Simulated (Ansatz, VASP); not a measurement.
**Two plane-wave programs on Be24NO**

The input INCAR:

```
SYSTEM = Be24NO
PREC = Accurate ; ENCUT = 520
EDIFF = 1E-6 ; ISMEAR = 0
SIGMA = 0.1 ; LREAL = .False.
LASPH = .True. ; NELM = 200
ALGO = Normal ; ISIF = 2
LWAVE = .False. ; LCHARG = .True.
ISPIN = 2 ; MAGMOM = 0 0 0 0 0 0 0 0 0 0 0 0 0 0 0 0 0 0 0 0 0 0 0 0 1 0
LORBIT = 11 ; LDIPOL = .True.
IDIPOL = 3 ; DIPOL = 0.5 0.5 0.295
GGA = PE ; LVHAR = .True.
LVACPOTAV = .True. ; NBANDS = 52
GGA_COMPAT = .False. ; NELMDL = -8
KPAR = 4
```

File KPOINTS:

```
Automatic mesh
0
Gamma
  6 4 1
  0 0 0
```

POSCAR

```
Be24NO
1.0
    4.5254381411      0.0000000000      0.0000000000
    0.0000000000      7.1336190820      0.0000000000
    0.0000000000      0.0000000000     22.3685529248
Be N O
24 1 1
Direct
    0.0000000000      0.3750000000      0.1788224752
    0.0000000000      0.8750000000      0.1788224752
    0.5000000000      0.3750000000      0.1788224752
    0.5000000000      0.8750000000      0.1788224752
    0.2500000000      0.1250000000      0.2080237711
    0.2500000000      0.6250000000      0.2080237711
    0.7500000000      0.1250000000      0.2080237711
    0.7500000000      0.6250000000      0.2080237711
    0.2500000000      0.3750000000      0.2664263628
    0.2500000000      0.8750000000      0.2664263628
    0.7500000000      0.3750000000      0.2664263628
    0.7500000000      0.8750000000      0.2664263628
    0.0000000000      0.1250000000      0.2903069137
    0.0000000000      0.6250000000      0.2903069137
    0.5000000000      0.1250000000      0.2903069137
    0.5000000000      0.6250000000      0.2903069137
    0.0000000000      0.3750000000      0.3546814205
    0.0000000000      0.8750000000      0.3546814205
    0.5000000000      0.3750000000      0.3546814205
    0.5000000000      0.8750000000      0.3546814205
    0.2500000000      0.1250000000      0.3741213369
    0.2500000000      0.6250000000      0.3741213369
    0.7500000000      0.1250000000      0.3741213369
    0.7500000000      0.6250000000      0.3741213369
    0.7500000000      0.4583333333      0.4827559906
    0.8709652247      0.5792985580      0.5091323057
```

Input for Ansatz:

```yaml
crystal:
  lattice:
    - [4.5254381411, 0.0, 0.0]
    - [0.0, 7.133619082, 0.0]
    - [0.0, 0.0, 22.3685529248]
  atoms:
    - { symbol: Be, position: [0.0, 0.375, 0.1788224752] }
    - { symbol: Be, position: [0.0, 0.875, 0.1788224752] }
    - { symbol: Be, position: [0.5, 0.375, 0.1788224752] }
    - { symbol: Be, position: [0.5, 0.875, 0.1788224752] }
    - { symbol: Be, position: [0.25, 0.125, 0.2080237711] }
    - { symbol: Be, position: [0.25, 0.625, 0.2080237711] }
    - { symbol: Be, position: [0.75, 0.125, 0.2080237711] }
    - { symbol: Be, position: [0.75, 0.625, 0.2080237711] }
    - { symbol: Be, position: [0.25, 0.375, 0.2664263628] }
    - { symbol: Be, position: [0.25, 0.875, 0.2664263628] }
    - { symbol: Be, position: [0.75, 0.375, 0.2664263628] }
    - { symbol: Be, position: [0.75, 0.875, 0.2664263628] }
    - { symbol: Be, position: [0.0, 0.125, 0.2903069137] }
    - { symbol: Be, position: [0.0, 0.625, 0.2903069137] }
    - { symbol: Be, position: [0.5, 0.125, 0.2903069137] }
    - { symbol: Be, position: [0.5, 0.625, 0.2903069137] }
    - { symbol: Be, position: [0.0, 0.375, 0.3546814205] }
    - { symbol: Be, position: [0.0, 0.875, 0.3546814205] }
    - { symbol: Be, position: [0.5, 0.375, 0.3546814205] }
    - { symbol: Be, position: [0.5, 0.875, 0.3546814205] }
    - { symbol: Be, position: [0.25, 0.125, 0.3741213369] }
    - { symbol: Be, position: [0.25, 0.625, 0.3741213369] }
    - { symbol: Be, position: [0.75, 0.125, 0.3741213369] }
    - { symbol: Be, position: [0.75, 0.625, 0.3741213369] }
    - { symbol: "N", position: [0.75, 0.4583333333, 0.4827559906], spin: 1.0 }
    - { symbol: O, position: [0.8709652247, 0.579298558, 0.5091323057] }
basis:
  ecutwfc: 420
kpoints:
  mp_grid: { grid: [6, 4, 1] }
hamiltonian:
  xc: pbe
scf:
  occupations: { method: gaussian, width: 0.1 }
output:
  forces: true
  eigenvalues: true
  populations: true
magnetization:
  spin_polarized: true
efield:
  axis: 3
  dipole_correction: true
  ramp_width: 0.04
```

Alike in both runs: task single point; functional PBE; k mesh 6 × 4 × 1; occupations gaussian, width 0.1 eV; collinear spin.

|  | VASP | Ansatz |
| --- | --- | --- |
| version | VASP 6.6.1 | Ansatz 0.2.0 |
| potentials or method | VASP PAW PBE potentials, release 64 (Be, N, O), cutoff 520 eV | scalar-relativistic, plane waves, PAW |
| valence electrons in the cell | 59 | 59 |

|  | VASP | Ansatz | Ansatz less VASP |
| --- | --- | --- | --- |
| gap on the k mesh at the Fermi level (eV) | none | none | - |
| rms of the force components (eV/Å) | 0.258 | 0.349 | +0.0910 |
| net moment per atom (μB) | 0.00 | 0.03 | +0.030 |
| size of the moment on the site where the two differ most (μB) | 0.03 | 0.21 | +0.171 |
| work function, face that differs most (eV) | 4.59 | 4.67 | +0.084 |

Site moments also hang on the region over which each program counts them. Atom by atom the forces differ by 0.145 eV/Å (rms over components). A gap of «none» marks a metal or a gap that the smearing closes. The functional is the same, so the differences come from potentials, cutoffs and numerics.

Noted on VASP's run: the standard files for N, O and F lose accuracy on very short bonds.
